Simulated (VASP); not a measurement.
# RbAl4Cl (P-6m2) in VASP: further runs

Runs on RbAl4Cl. Level: PBE. Tasks: single point, relaxation of cell and atoms.

Program: VASP 6.6.1. These are calculated values, not measurements. Logs are shortened: lines on timing, memory, paths and dates and some standing lists are left out, and cuts for length are marked.

## Step 1: The cell of the first run

Symmetry: P-6m2, No. 187, hexagonal system. The conventional cell has a = 5.916 Å, b = 5.916 Å, c = 4.327 Å, α = 90.00°, β = 90.00°, γ = 120.00°. Within 4.5 Å of Rb (site symmetry -6m2) lie 3 Cl at 3.42 Å and 15 Al at 3.42 to 3.67 Å and 2 Rb at 4.33 Å. Within 3.6 Å of Al (site symmetry -6m2) lie 6 Al at 2.76 Å and 3 Rb at 3.42 Å and 3 Cl at 3.42 Å. Within 3.6 Å of Al (site symmetry mm2) lie 2 Cl at 2.76 Å and 6 Al at 2.76 to 2.96 Å. Within 3.6 Å of Cl (site symmetry -6m2) lie 9 Al at 2.76 to 3.42 Å and 3 Rb at 3.42 Å.

## Step 2: Single point, PBE

File INCAR:

```
SYSTEM = RbAl4Cl
  ALGO = Normal
  EDIFF = 1E-6
  ENCUT = 520
  GGA = PE
  ISIF = 2
  ISMEAR = 0
  LASPH = .True.
  LCHARG = .False.
  LREAL = .False.
  LWAVE = .False.
  NBANDS = 23
  NELM = 100
  PREC = Accurate
  SIGMA = 0.1
```

File KPOINTS:

```
k-points
0
Gamma
  3 3 4
  0 0 0
```

File POSCAR:

```
RbAl4Cl
1.0
    5.9162993700      0.0000000000      0.0000000000
   -2.9581496900      5.1236655500      0.0000000000
    0.0000000000      0.0000000000      4.3273983900
Rb Al Cl
1 4 1
Direct
    0.3333333300      0.6666666700      0.0000000000
    0.0000000000      0.0000000000      0.0000000000
    0.3334793300      0.1667396700      0.5000000000
    0.8332603300      0.1667396700      0.5000000000
    0.8332603300      0.6665206700      0.5000000000
    0.6666666700      0.3333333300      0.0000000000
```

Potentials or basis: VASP PAW PBE potentials, release 64 (Rb_sv, Al, Cl).

The run is started by

```sh
$ cat potpaw_PBE.64/Rb_sv/POTCAR potpaw_PBE.64/Al/POTCAR potpaw_PBE.64/Cl/POTCAR > POTCAR
$ mpirun -np 1 vasp_std > vasp.out
```

OUTCAR:

```text
SYSTEM = RbAl4Cl
   EDIFF = 1E-6
   ENCUT = 520
   GGA = PE
   ISIF = 2
   ISMEAR = 0
   LASPH = .True.
   LREAL = .False.
   NELM = 100
   PREC = Accurate

 ion  position               nearest neighbor table
   1  0.333  0.667  0.000-   6 3.42   6 3.42   2 3.42   2 3.42   2 3.42   6 3.42   4 3.67   4 3.67
                             4 3.67   4 3.67   5 3.67   5 3.67   5 3.67   5 3.67   3 3.67   3 3.67
   2  0.000  0.000  0.000-   3 2.76   3 2.76   5 2.76   5 2.76   4 2.76   4 2.76   1 3.42   1 3.42
                             1 3.42
   3  0.333  0.167  0.500-   6 2.76   6 2.76   2 2.76   2 2.76   5 2.96   4 2.96   5 2.96   4 2.96
                             1 3.67   1 3.67   1 3.67   1 3.67
   4  0.833  0.167  0.500-   6 2.76   6 2.76   2 2.76   2 2.76   3 2.96   5 2.96   3 2.96   5 2.96
                             1 3.67   1 3.67   1 3.67   1 3.67
   5  0.833  0.667  0.500-   6 2.76   6 2.76   2 2.76   2 2.76   3 2.96   4 2.96   3 2.96   4 2.96
                             1 3.67   1 3.67   1 3.67   1 3.67
   6  0.667  0.333  0.000-   4 2.76   4 2.76   3 2.76   3 2.76   5 2.76   5 2.76   1 3.42   1 3.42
                             1 3.42

  LATTYP: Found a hexagonal cell.
 ALAT       =     5.9162993700
 C/A-ratio  =     0.7314366835

  Lattice vectors:

 A1 = (   5.9162993700,   0.0000000000,   0.0000000000)
 A2 = (  -2.9581496900,   5.1236655500,   0.0000000000)
 A3 = (   0.0000000000,   0.0000000000,   4.3273983900)

Analysis of symmetry for initial positions (statically):
=====================================================================
 Subroutine PRICEL returns:
 Original cell was already a primitive cell.

 Routine SETGRP: Setting up the symmetry group for a
 hexagonal supercell.

 Subroutine GETGRP returns: Found 12 space group operations
 (whereof 12 operations were pure point group operations)
 out of a pool of 24 trial point group operations.

The static configuration has the point symmetry D_3h.

Analysis of symmetry for dynamics (positions and initial velocities):
=====================================================================
 Subroutine PRICEL returns:
 Original cell was already a primitive cell.

 Routine SETGRP: Setting up the symmetry group for a
 hexagonal supercell.

 Subroutine GETGRP returns: Found 12 space group operations
 (whereof 12 operations were pure point group operations)
 out of a pool of 24 trial point group operations.

The dynamic configuration has the point symmetry D_3h.

 Subroutine INISYM returns: Found 12 space group operations
 (whereof 12 operations are pure point group operations),
 and found     1 'primitive' translations

----------------------------------------------------------------------------------------

                                     Primitive cell

  volume of cell :     131.1770

  direct lattice vectors                    reciprocal lattice vectors
     5.916299370  0.000000000  0.000000000     0.169024577  0.097586385  0.000000000
    -2.958149690  5.123665550  0.000000000     0.000000000  0.195172770  0.000000000
     0.000000000  0.000000000  4.327398390     0.000000000  0.000000000  0.231085726

  length of vectors
     5.916299370  5.916299372  4.327398390     0.195172770  0.195172770  0.231085726

  position of ions in fractional coordinates (direct lattice)
     0.333333330  0.666666670  0.000000000
     0.000000000  0.000000000  0.000000000
     0.333479330  0.166739670  0.500000000
     0.833260330  0.166739670  0.500000000
     0.833260330  0.666520670  0.500000000
     0.666666670  0.333333330  0.000000000

  ion indices of the primitive-cell ions
   primitive index   ion index
                 1           1
                 2           2
                 3           3
                 4           4
                 5           5
                 6           6

----------------------------------------------------------------------------------------

 KPOINTS: k-points

Automatic generation of k-mesh.
 Grid dimensions read from file:
 generate k-points for:    3    3    4

 Generating k-lattice:

  Cartesian coordinates                     Fractional coordinates (reciprocal lattice)
     0.056341526  0.032528795  0.000000000     0.333333333 -0.000000000  0.000000000
     0.000000000  0.065057590  0.000000000     0.000000000  0.333333333  0.000000000
     0.000000000  0.000000000  0.057771432     0.000000000  0.000000000  0.250000000

  Length of vectors
     0.065057590  0.065057590  0.057771432

  Shift w.r.t. Gamma in fractional coordinates (k-lattice)
     0.000000000  0.000000000  0.000000000

 Subroutine IBZKPT returns following result:
 ===========================================

 Found      9 irreducible k-points:

 Following reciprocal coordinates:
            Coordinates               Weight
  0.000000  0.000000  0.000000      1.000000
  0.333333 -0.000000  0.000000      6.000000
  0.333333  0.333333  0.000000      2.000000
[... 74 lines left out ...]

 val. band max:        4.9997401694   @ k =   0.3333   0.3333   0.0000
 cond. band min:       5.1255827347   @ k =   0.3333  -0.0000   0.2500
 fundamental gap:      0.1258425653
 Fermi energy:         5.0583134484

 k-point     1 :       0.0000    0.0000    0.0000
  band No.  band energies     occupation
      1     -21.8935      2.00000
      2     -12.0545      2.00000
      3      -6.2213      2.00000
      4      -6.2213      2.00000
      5      -5.9718      2.00000
      6      -2.9936      2.00000
[... 15 lines left out ...]
     22       9.6127      0.00000
     23       9.6127      0.00000

 k-point     2 :       0.3333   -0.0000    0.0000
  band No.  band energies     occupation
      1     -21.8926      2.00000
      2     -12.0615      2.00000
      3      -6.2526      2.00000
      4      -6.2492      2.00000
      5      -5.9650      2.00000
      6      -3.0562      2.00000
[... 15 lines left out ...]
     22      10.4317      0.00000
     23      10.8476      0.00000

 k-point     3 :       0.3333    0.3333    0.0000
  band No.  band energies     occupation
      1     -21.8921      2.00000
      2     -12.0647      2.00000
      3      -6.3698      2.00000
      4      -6.1700      2.00000
      5      -5.9617      2.00000
      6      -2.8851      2.00000
[... 15 lines left out ...]
     22      10.0652      0.00000
     23      10.1053      0.00000

 k-point     4 :       0.0000    0.0000    0.2500
  band No.  band energies     occupation
      1     -21.8874      2.00000
      2     -11.9922      2.00000
      3      -6.1947      2.00000
      4      -6.1947      2.00000
      5      -6.1524      2.00000
      6      -3.0558      2.00000
[... 15 lines left out ...]
     22      10.7787      0.00000
     23      12.2219      0.00000

 k-point     5 :       0.3333   -0.0000    0.2500
  band No.  band energies     occupation
      1     -21.8865      2.00000
      2     -12.0001      2.00000
      3      -6.2211      2.00000
      4      -6.2093      2.00000
      5      -6.1250      2.00000
      6      -2.8631      2.00000
[... 15 lines left out ...]
     22      10.0033      0.00000
     23      10.1378      0.00000

 k-point     6 :       0.3333    0.3333    0.2500
  band No.  band energies     occupation
      1     -21.8861      2.00000
      2     -12.0037      2.00000
      3      -6.3118      2.00000
      4      -6.1434      2.00000
      5      -6.1132      2.00000
      6      -2.5041      2.00000
[... 15 lines left out ...]
     22       9.7791      0.00000
     23      10.5171      0.00000

 k-point     7 :       0.0000    0.0000    0.5000
  band No.  band energies     occupation
      1     -21.8813      2.00000
      2     -11.9272      2.00000
      3      -6.3234      2.00000
      4      -6.1678      2.00000
      5      -6.1678      2.00000
      6      -3.3650      2.00000
[... 15 lines left out ...]
     22      11.6543      0.00000
     23      12.3769      0.00000

 k-point     8 :       0.3333   -0.0000    0.5000
  band No.  band energies     occupation
      1     -21.8805      2.00000
      2     -11.9361      2.00000
      3      -6.2777      2.00000
      4      -6.1892      2.00000
      5      -6.1663      2.00000
      6      -3.2235      2.00000
[... 15 lines left out ...]
     22      10.3705      0.00000
     23      10.6636      0.00000

 k-point     9 :       0.3333    0.3333    0.5000
  band No.  band energies     occupation
      1     -21.8801      2.00000
      2     -11.9404      2.00000
      3      -6.2554      2.00000
      4      -6.2534      2.00000
      5      -6.1154      2.00000
      6      -3.0958      2.00000
[... 15 lines left out ...]
     22      10.0964      0.00000
     23      10.2077      0.00000

------------------------ aborting loop because EDIFF is reached ----------------------------------------

  FORCE on cell =-STRESS in cart. coord.  units (eV):
  Direction    XX          YY          ZZ          XY          YZ          ZX
  --------------------------------------------------------------------------------------
  -------------------------------------------------------------------------------------
  Total        2.1770517      2.1770517      6.8663699     -0.0000000      0.0000000      0.0000000
  in kB       26.5901954     26.5901954     83.8648518     -0.0000000      0.0000000      0.0000000
  external PRESSURE =      45.6817476 kB  Pullay stress =       0.0000000 kB

 VOLUME and BASIS-vectors are now :
 -----------------------------------------------------------------------------
  energy-cutoff  :      520.00
  volume of cell :      131.18
      direct lattice vectors                 reciprocal lattice vectors
     5.916299370  0.000000000  0.000000000     0.169024577  0.097586385  0.000000000
    -2.958149690  5.123665550  0.000000000     0.000000000  0.195172770  0.000000000
     0.000000000  0.000000000  4.327398390     0.000000000  0.000000000  0.231085726

 POSITION                                       TOTAL-FORCE (eV/Angst)
 -----------------------------------------------------------------------------------
     -0.00000      3.41578      0.00000         0.000000     -0.000000     -0.000000
      0.00000      0.00000      0.00000         0.000000     -0.000000     -0.000000
      1.47972      0.85432      2.16370         0.060859      0.035137     -0.000000
      4.43658      0.85432      2.16370        -0.060859      0.035137     -0.000000
      2.95815      3.41503      2.16370         0.000000     -0.070274      0.000000
      2.95815      1.70789      0.00000         0.000000     -0.000000     -0.000000
 -----------------------------------------------------------------------------------
    total drift:                               -0.000014      0.000008     -0.000000

  FREE ENERGIE OF THE ION-ELECTRON SYSTEM (eV)
  ---------------------------------------------------
  free  energy   TOTEN  =       -16.6331630338 eV

  energy  without entropy=      -16.6087100270  energy(sigma->0) =      -16.62093653
```

Wall time 19 s (1 thread of Intel Xeon Platinum 8375C at 2.90GHz (Ice Lake), shared host); peak memory 0.26 GiB.

Results:

| Property | Result |
| --- | --- |
| Free energy | -16.6332 eV |
| Pressure | 4.6 GPa |
| Largest force | 0.070 eV/Å |
| Band gap on the k mesh | zero (band 14 reaches 5.52 eV, above the bottom of band 15 at 4.29 eV) |

Forces on the atoms (eV/Å):
```
Rb   0.000  0.000  0.000
Al   0.000  0.000  0.000
Al   0.061  0.035  0.000
Al  -0.061  0.035  0.000
Al   0.000 -0.070  0.000
Cl   0.000  0.000  0.000
```

Caveat: the k points lie up to 0.41 Å⁻¹ apart.

## Step 3: Single point, PBE

This run uses another cell than the first one, of 24.36 Å³/atom, 1.114 times its volume.

File INCAR:

```
ALGO     = Normal         # electronic algorithm
EDIFF    = 1E-7           # SCF threshold, eV
ENCUT    = 520            # plane-wave cutoff, eV
GGA      = PE             # functional
ISIF     = 2              # what is computed and relaxed
ISMEAR   = 0              # smearing method
LASPH    = T              # aspherical terms in the spheres
LCHARG   = F              # write CHGCAR
LREAL    = F              # projectors in reciprocal space
LWAVE    = F              # write WAVECAR
NBANDS   = 23             # bands
NELM     = 60             # most SCF steps
PREC     = Accurate       # precision mode
SIGMA    = 0.1            # smearing width, eV
```

File KPOINTS:

```
k-points
0
Gamma
  3 3 4
```

File POSCAR:

```
RbAl4Cl
1.0
    5.7918235982      0.0000000028      0.0000000000
   -2.8959118015      5.0158663689      0.0000000000
    0.0000000000      0.0000000000      5.0310166377
Rb Al Cl
1 4 1
Direct
    0.3333333333      0.6666666667      0.0000000000
    0.0000000000      0.0000000000      0.0000000000
    0.3353071459      0.1676535730      0.5000000000
    0.8323464270      0.1676535730      0.5000000000
    0.8323464270      0.6646928541      0.5000000000
    0.6666666667      0.3333333333      0.0000000000
```

Potentials or basis: VASP PAW PBE potentials, release 64 (Rb_sv, Al, Cl).

The run is started by

```sh
$ cat potpaw_PBE.64/Rb_sv/POTCAR potpaw_PBE.64/Al/POTCAR potpaw_PBE.64/Cl/POTCAR > POTCAR
$ mpirun -np 1 vasp_std > vasp.out
```

Run time: 24 s. Hardware: 1 thread of Intel Xeon Platinum 8375C at 2.90GHz (Ice Lake), shared host; peak memory 0.29 GiB.

It converged, with:

| Item | Value |
| --- | --- |
| Free energy | -17.1712 eV |
| Pressure | 0.1 GPa |
| Band gap on the k mesh | zero (band 14 reaches 4.71 eV, above the bottom of band 15 at 3.35 eV) |

Stress tensor (GPa, compression positive):
```
0.03 0.00 0.00
0.00 0.03 0.00
0.00 0.00 0.19
```

Levels at points of the mesh, in eV from the Fermi level:
```tsv
k point	band 10	band 11	band 12	band 13	band 14	band 15	band 16	band 17	band 18	band 19
(0.00, 0.00, 0.00)	-3.96	-1.99	-1.99	-1.32	-0.97	-0.38	-0.38	1.83	2.05	2.05
(0.00, 0.00, 0.50)	-4.90	-2.30	-2.30	-1.17	-1.11	-1.11	0.17	0.17	2.29	3.19
```

Caveat: the k points lie up to 0.42 Å⁻¹ apart.

## Step 4: Relaxation of cell and atoms, PBE

File INCAR:

```
SYSTEM = RbAl4Cl
ALGO = Normal
EDIFF = 1E-6
EDIFFG = -0.04
ENCUT = 600
GGA = PE
IBRION = 2
ISIF = 3
ISMEAR = 0
LASPH = .TRUE.
LCHARG = .FALSE.
LREAL = .FALSE.
LWAVE = .FALSE.
NELM = 60
NSW = 90
PREC = Accurate
SIGMA = 0.1
```

File KPOINTS:

```
k-points
0
G
  3 3 4
  0 0 0
```

File POSCAR:

```
RbAl4Cl
1.0
    5.9162993700      0.0000000000      0.0000000000
   -2.9581496900      5.1236655500      0.0000000000
    0.0000000000      0.0000000000      4.3273983900
Rb Al Cl
1 4 1
Direct
    0.3333333300      0.6666666700      0.0000000000
    0.0000000000      0.0000000000      0.0000000000
    0.3334793300      0.1667396700      0.5000000000
    0.8332603300      0.1667396700      0.5000000000
    0.8332603300      0.6665206700      0.5000000000
    0.6666666700      0.3333333300      0.0000000000
```

The run is started by

```sh
$ cat potpaw_PBE.64/Rb_sv/POTCAR potpaw_PBE.64/Al/POTCAR potpaw_PBE.64/Cl/POTCAR > POTCAR
$ mpirun -np 1 vasp_std > vasp.out
```

It took 2.1 min on 1 thread of Intel Xeon Platinum 8375C at 2.90GHz (Ice Lake), shared host; peak memory 0.3 GiB.

The run converged. Its results:

| Property | Result |
| --- | --- |
| Free energy | -17.1701 eV |
| Relaxed volume | 24.39 Å³/atom |
| Relaxed cell | a = 5.791 Å, b = 5.791 Å, c = 5.038 Å, α = 90.00°, β = 90.00°, γ = 120.00° |
| Space group after relaxing (to 0.05 Å) | P-6m2 (No. 187) |
| Energy gained by relaxing | 89.4 meV/atom |
| Ionic steps | 9 |
| Pressure after relaxing | 0.0 GPa |
| Largest force after relaxing | 0.015 eV/Å |
| Band gap on the k mesh | zero (band 14 reaches 4.70 eV, above the bottom of band 15 at 3.34 eV) |

Forces in eV/Å, atoms in the order of the input:
```
Rb   0.000  0.000  0.000
Al   0.000  0.000  0.000
Al  -0.013 -0.007  0.000
Al   0.013 -0.007  0.000
Al   0.000  0.015  0.000
Cl   0.000  0.000  0.000
```

Step by step:
```csv
step,energy change (eV),largest force (eV/Å),pressure (GPa),volume (Å³)
1,0.0000,0.0704,4.58,131.18
2,-0.2875,0.0504,0.69,143.34
3,-0.3312,0.0597,-0.58,149.55
4,-0.3353,0.0403,-1.02,152.15
5,-0.4453,0.0229,-0.92,151.17
6,-0.4789,0.1080,0.12,147.15
7,-0.5306,0.0182,-0.60,149.31
8,-0.5320,0.0261,-0.55,149.08
9,-0.5365,0.0147,0.05,146.35
```

Final structure:
```
Rb Al Cl
1.0
     5.79143    0.00000    0.00000
    -2.89572    5.01553    0.00000
     0.00000    0.00000    5.03836
Rb Al Cl
1 4 1
Cartesian
  0.0000 3.3437 5.0384
  0.0000 0.0000 5.0384
  1.4581 0.8418 2.5192
  4.3333 0.8418 2.5192
  2.8957 3.3319 2.5192
  2.8957 1.6718 5.0384
```

Levels at points of the mesh, in eV from the Fermi level:
```
           k point  band 12  band 13  band 14  band 15  band 16  band 17
(0.00, 0.00, 0.00)    -1.98    -1.32    -0.98    -0.40    -0.40     1.83
(0.00, 0.00, 0.50)    -2.30    -1.19    -1.11    -1.11     0.17     0.17
```

Caveat: the k points lie up to 0.42 Å⁻¹ apart in the final cell.

## Step 5: Single point, PBE

This run uses another cell than the first one, of 24.68 Å³/atom, 1.129 times its volume.

File INCAR:

```
PREC = Accurate
ENCUT = 520
EDIFF = 1E-7
ISMEAR = 0
SIGMA = 0.1
LREAL = False
LASPH = True
NELM = 60
ALGO = Normal
ISIF = 2
LWAVE = False
LCHARG = False
GGA = PE
NBANDS = 23
```

File KPOINTS:

```
regular mesh
0
Gamma
  6 6 8
```

File POSCAR:

```
RbAl4Cl
1.0
    5.7899493236      0.0000000000      0.0000000000
   -2.8949746618      5.0142432008      0.0000000000
    0.0000000000      0.0000000000      5.0998182879
Rb Al Cl
1 4 1
Direct
    0.3333333333      0.6666666667      0.0000000000
    0.0000000000      0.0000000000      0.0000000000
    0.3352698605      0.1676349303      0.5000000000
    0.8323650697      0.1676349303      0.5000000000
    0.8323650697      0.6647301395      0.5000000000
    0.6666666667      0.3333333333      0.0000000000
```

The run is started by

```sh
$ cat potpaw_PBE.64/Rb_sv/POTCAR potpaw_PBE.64/Al/POTCAR potpaw_PBE.64/Cl/POTCAR > POTCAR
$ mpirun -np 1 vasp_std > vasp.out
```

Wall time 84 s (1 thread of Intel Xeon Platinum 8375C at 2.90GHz (Ice Lake), shared host); peak memory 0.34 GiB.

It converged, with:

```
Free energy            : -17.1157 eV
Pressure               : 0.0 GPa
Largest force          : 0.007 eV/Å
Band gap on the k mesh : zero (band 14 reaches 4.65 eV, above the bottom of band 15 at 3.33 eV)
```

Forces in eV/Å, atoms in the order of the input:
```
Rb   0.000  0.000  0.000
Al   0.000  0.000  0.000
Al  -0.006 -0.003  0.000
Al   0.006 -0.003  0.000
Al   0.000  0.007  0.000
Cl   0.000  0.000  0.000
```

Levels at points of the mesh, in eV from the Fermi level:
```
           k point  band 12  band 13  band 14  band 15  band 16  band 17
(0.00, 0.00, 0.00)    -1.77    -1.18    -0.91    -0.21    -0.21     2.06
(0.50, 0.00, 0.00)    -2.05    -1.75    -0.70     0.90     1.23     1.47
(0.00, 0.00, 0.50)    -2.07    -1.08    -0.86    -0.86     0.33     0.33
(0.50, 0.00, 0.50)    -2.58    -0.92    -0.50     0.58     2.34     2.34
```

## Step 6: Overview

```tsv
task	cell	k mesh	cutoff (eV)	gap on the mesh (eV)	pressure (GPa)	largest force (eV/Å)
single point	a = 5.916, b = 5.916, c = 4.327 Å, angles 90.0, 90.0, 120.0°, 6 atoms	3 × 3 × 4	520	none	4.6	0.07
single point	a = 5.792, b = 5.792, c = 5.031 Å, angles 90.0, 90.0, 120.0°, 6 atoms	3 × 3 × 4	520	none	0.1	-
relaxation of cell and atoms	relaxed from a = 5.916, b = 5.916, c = 4.327 Å, angles 90.0, 90.0, 120.0°, 6 atoms	3 × 3 × 4	600	none	0.0	0.01
single point	a = 5.790, b = 5.790, c = 5.100 Å, angles 90.0, 90.0, 120.0°, 6 atoms	6 × 6 × 8	520	none	0.0	0.01
```

Alike in all rows: level PBE; potentials or basis VASP PAW PBE potentials, release 64 (Rb_sv, Al, Cl); no spin polarisation; smearing gaussian 0.1 eV.

Caveats: some runs use coarse meshes.

Absolute energies hang on the potentials; compare differences alone.
